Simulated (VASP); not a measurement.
Wanted: the native input for a VASP 6.6.1 run.

| Item | Value |
| --- | --- |
| Task | single point |
| Functional | PBE |
| Potentials or basis | VASP PAW PBE potentials, release 64 (Au_sv_GW) |
| Cutoff | 540 eV |
| k mesh | 15 × 15 × 14 |
| Occupations | fermi-dirac, width 0.08 eV |
| Spin | no spin polarisation |
| Dipole correction | no |
| Further INCAR settings | ALGO = Normal; EDIFF = 1e-06; NBANDS = 16 |

The structure of Au lies in POSCAR:

```
Au
1.0
    2.3766507856      0.0000000000      0.0000000000
   -1.1883253928      2.0582399562      0.0000000000
    0.0000000000      0.0000000000      2.2937336755
Au
1
Direct
    0.0000000000      0.0000000000      0.0000000000
```

This isn't the form of Au at room conditions, which is fcc.

The input as run:

INCAR

```
PREC = Accurate
ENCUT = 540
EDIFF = 1E-6
ISMEAR = -1
SIGMA = 0.08
LREAL = F
LASPH = T
NELM = 120
ALGO = Normal
ISIF = 2
LWAVE = F
LCHARG = F
GGA = PE
NBANDS = 16
GGA_COMPAT = F
```

KPOINTS

```
Automatic mesh
0
Gamma
  15 15 14
```

Potentials or basis: VASP PAW PBE potentials, release 64 (Au_sv_GW).

Launch:

```console
$ cat potpaw_PBE.64/Au_sv_GW/POTCAR > POTCAR
$ mpirun -np 1 vasp_std > vasp.out
```

It gave:

The pressure is 305.4 GPa. The band gap on the k mesh is zero (an odd number of electrons rules out a gap without spin polarisation).

Caveat: the cell stands under pressure; spin-orbit coupling is left out, which moves the levels of the heavy elements.

Wall time 30 s on 1 thread of Intel(R) Xeon(R) Platinum 8259CL CPU @ 2.50GHz (Skylake/Cascade Lake), with other jobs on the host, peak memory 0.15 GiB.
